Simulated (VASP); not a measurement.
Wanted: the native input for a VASP 6.6.1 run.

| Property | Result |
| --- | --- |
| Task | single point |
| Functional | PBE |
| Potentials or basis | VASP PAW PBE potentials, release 64 (Mo_sv, H) |
| Cutoff | 520 eV |
| k mesh | 3 × 3 × 3 |
| Occupations | gaussian, width 0.1 eV |
| Spin | no spin polarisation |
| Dipole correction | no |
| Further INCAR settings | LREAL = Auto; ALGO = Normal; EDIFF = 1e-06; NBANDS = 126 |

The structure of Mo16H (a cell with a defect) lies in POSCAR:

```
Mo16H
1.0
    6.3000000000      0.0000000000      0.0000000000
    0.0000000000      6.3000000000      0.0000000000
    0.0000000000      0.0000000000      6.3000000000
Mo H
16 1
Direct
   -0.0011766667      0.0017371429      0.0003803175
    0.5007296825     -0.0003266667      0.0003803175
   -0.0115923810      0.5092731746      0.0003800000
   -0.0021377778     -0.0019715873      0.5003804762
    0.2523806349      0.2438752381      0.2652584127
    0.4992306349      0.5024606349      0.0003800000
    0.5032569841     -0.0026142857      0.5003806349
    0.7504655556      0.2505963492      0.2512836508
   -0.0010465079      0.5016025397      0.5003804762
    0.2500798413      0.7503477778      0.2515547619
    0.2523801587      0.2438758730      0.7355071429
    0.5018487302      0.5019069841      0.5003806349
    0.7489277778      0.7525371429      0.2516231746
    0.7504653968      0.2505960317      0.7494776190
    0.2500798413      0.7503482540      0.7492063492
    0.7489279365      0.7525369841      0.7491398413
    0.2230528571      0.3412279365      0.0003836508
```

These files were run (other wordings do the same):

INCAR

```
SYSTEM = Mo16H
ALGO     = Normal         ! electronic algorithm
EDIFF    = 1E-6           ! SCF threshold, eV
ENCUT    = 520            ! plane-wave cutoff, eV
GGA      = PE             ! functional
ISIF     = 2              ! what is computed and relaxed
ISMEAR   = 0              ! smearing method
LASPH    = .TRUE.         ! aspherical terms in the spheres
LCHARG   = .FALSE.        ! write CHGCAR
LREAL    = Auto         
LWAVE    = .FALSE.        ! write WAVECAR
NBANDS   = 126            ! bands
NELM     = 60             ! most SCF steps
PREC     = Accurate       ! precision mode
SIGMA    = 0.1            ! smearing width, eV
```

KPOINTS

```
k-points
0
G
  3 3 3
  0 0 0
```

Potentials or basis: VASP PAW PBE potentials, release 64 (Mo_sv, H).

The run is started by

```console
$ cat potpaw_PBE.64/Mo_sv/POTCAR potpaw_PBE.64/H/POTCAR > POTCAR
$ mpirun -np 1 vasp_std > vasp.out
```

Results of the run:

| Quantity | Value |
| --- | --- |
| Pressure | 6.5 GPa |
| Largest force | 0.470 eV/Å |
| Band gap on the k mesh | zero (an odd number of electrons rules out a gap without spin polarisation) |

Wall time 12 min on 1 thread of Intel(R) Xeon(R) Platinum 8375C CPU @ 2.90GHz (Ice Lake), with other jobs on the host, peak memory 0.44 GiB.
